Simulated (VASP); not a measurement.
Here is a VASP 6.6.1 calculation.

Contents of INCAR:

```
ALGO = Normal ; EDIFF = 1E-6
ENCUT = 520 ; GGA = PE
ISIF = 2 ; ISMEAR = 1
LASPH = True ; LCHARG = False
LREAL = False ; LWAVE = False
NBANDS = 20 ; NELM = 60
PREC = Accurate ; SIGMA = 0.05
```

File KPOINTS:

```
k-points
0
Gamma
  7 7 4
```

File POSCAR:

```
TlGa
1.0
    3.6521389600      0.0000000000      0.0000000000
   -1.8260694800      3.1628451200      0.0000000000
    0.0000000000      0.0000000000      5.8682937400
Tl Ga
1 1
Direct
    0.3333333300      0.6666666700      0.5000000000
    0.0000000000      0.0000000000      0.0000000000
```

Potentials or basis: VASP PAW PBE potentials, release 64 (Tl_d, Ga_d).

Run with:

```sh
$ cat potpaw_PBE.64/Tl_d/POTCAR potpaw_PBE.64/Ga_d/POTCAR > POTCAR
$ mpirun -np 1 vasp_std > vasp.out
```

Q: Predict the pressure.

A: -4.5 GPa.

Q: What does it give for the band gap on the k mesh?

A: Zero (band 13 reaches 5.66 eV, above the bottom of band 14 at 1.97 eV).

Stress tensor (GPa, compression positive):
```
-4.43  0.00  0.00
 0.00 -4.43  0.00
 0.00  0.00 -4.66
```

Caveat: spin-orbit coupling is left out, which moves the levels of the heavy elements.
